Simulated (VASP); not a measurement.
Runs of VASP 6.6.1 on Mo. The structure is that of space group R-3m (No. 166), or close to it. The cells are those of the table. 

| cell | further INCAR settings | gap on the mesh (eV) | pressure (GPa) |
| --- | --- | --- | --- |
| a = 2.410 Å, angles 100.1°, 1 atom | ALGO = Fast; EDIFF = 1e-06; NBANDS = 13 | none | 83.9 |
| a = 2.372 Å, angles 86.0°, 1 atom | ALGO = Fast; EDIFF = 1e-06; NBANDS = 13 | none | 95.6 |
| a = 2.514 Å, angles 86.0°, 1 atom | ALGO = Fast; EDIFF = 1e-06; NBANDS = 13 | none | (b) |
| a = 2.514 Å, angles 93.6°, 1 atom | ALGO = Fast; EDIFF = 1e-06; NBANDS = 13 | none | 24.9 |
| a = 2.558 Å, angles 93.6°, 1 atom | ALGO = Fast; EDIFF = 1e-07; NBANDS = 13 | none | 11.1 |
| a = 2.421 Å, angles 93.6°, 1 atom | ALGO = Fast; EDIFF = 1e-06; NBANDS = 13 | none | (a) |

Alike in all rows: task single point; level PBE; potentials or basis VASP PAW PBE potentials, release 64 (Mo_sv); no spin polarisation; k mesh 22 × 22 × 22; cutoff (eV) 520; smearing gaussian 0.15 eV.

**Question.** Estimate the missing entries.

**Answer.** (a) 65.8; (b) 24.7.

Caveats: the cell stands under pressure.

A k mesh can miss the band edges, and the runs leave out spin-orbit coupling on Mo.

A gap of «none» marks levels without a gap at the run's occupations.
